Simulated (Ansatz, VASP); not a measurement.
# CuI: VASP beside Ansatz

Contents of INCAR:

```
  ALGO = Normal
  EDIFF = 1E-7
  ENCUT = 520
  GGA = PE
  ISIF = 2
  ISMEAR = -1
  LASPH = T
  LCHARG = F
  LREAL = F
  LWAVE = F
  NBANDS = 16
  NELM = 100
  PREC = Accurate
  SIGMA = 0.05
```

File KPOINTS:

```
k-points
0
Gamma
  8 8 8
```

POSCAR

```
CuI
1.0
    0.0000000000      3.0713927327      3.0713927327
    3.0713927327      0.0000000000      3.0713927327
    3.0713927327      3.0713927327      0.0000000000
I Cu
1 1
Direct
    0.0000000000      0.0000000000      0.0000000000
    0.7500000000      0.7500000000      0.7500000000
```

input.yaml

```yaml
crystal:
  lattice:
    - [0.0, 3.0713927327, 3.0713927327]
    - [3.0713927327, 0.0, 3.0713927327]
    - [3.0713927327, 3.0713927327, 0.0]
  atoms:
    - { symbol: I, position: [0.0, 0.0, 0.0] }
    - { symbol: Cu, position: [0.75, 0.75, 0.75] }
kpoints:
  mp_grid: { grid: [8, 8, 8] }
scf:
  occupations: { method: fermi_dirac, width: 0.05 }
hamiltonian:
  xc: pbe
  pseudopotentials: { kind: all_electron, lapw: { basis_error: 0.0005 } }
output:
  forces: true
  stress: true
  eigenvalues: true
```

Change from the starting cell: volume scaled by 1.04.

Alike in both runs: task single point; functional PBE; k mesh 8 × 8 × 8; occupations fermi-dirac, width 0.05 eV; no spin polarisation.

|  | VASP | Ansatz |
| --- | --- | --- |
| version | VASP 6.6.1 | Ansatz 0.2.0 |
| potentials or method | VASP PAW PBE potentials, release 64 (I, Cu), cutoff 520 eV | all-electron LAPW, scalar-relativistic |

```tsv
	VASP	Ansatz	Ansatz less VASP
gap on the k mesh at the Fermi level (eV)	1.04	1.02	-0.021
least direct gap on the mesh (eV)	1.04	1.02	-0.021
pressure (GPa)	-1.1	-1.1	-0.02
```

Ansatz ran all-electron here, and VASP with PAW potentials.

Neither program's run includes spin-orbit coupling.
